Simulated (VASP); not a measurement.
Runs of VASP 6.6.1 on Os. The structure is that of space group Fm-3m (No. 225), or close to it. The cells are those of the table. 

| cell | gap on the mesh (eV) | pressure (GPa) |
| --- | --- | --- |
| a = 2.573 Å, angles 60.0°, 1 atom | none | 105.5 |
| a = 2.489 Å, angles 60.0°, 1 atom | none | 210.5 |
| a = 2.398 Å, angles 60.0°, 1 atom | none | (a) |
| a = 2.653 Å, angles 60.0°, 1 atom | none | 40.4 |

Alike in all rows: task single point; level PBE; potentials or basis VASP PAW PBE potentials, release 64 (Os); no spin polarisation; k mesh 17 × 17 × 17; cutoff (eV) 520; smearing fermi-dirac 0.1 eV.

Estimate the missing entries.

(a) 382.1.

Caveats: spin-orbit coupling is left out, which moves the levels of the heavy elements.

A k mesh can miss the band edges, and the runs leave out spin-orbit coupling on Os.

A gap of «none» marks levels without a gap at the run's occupations.
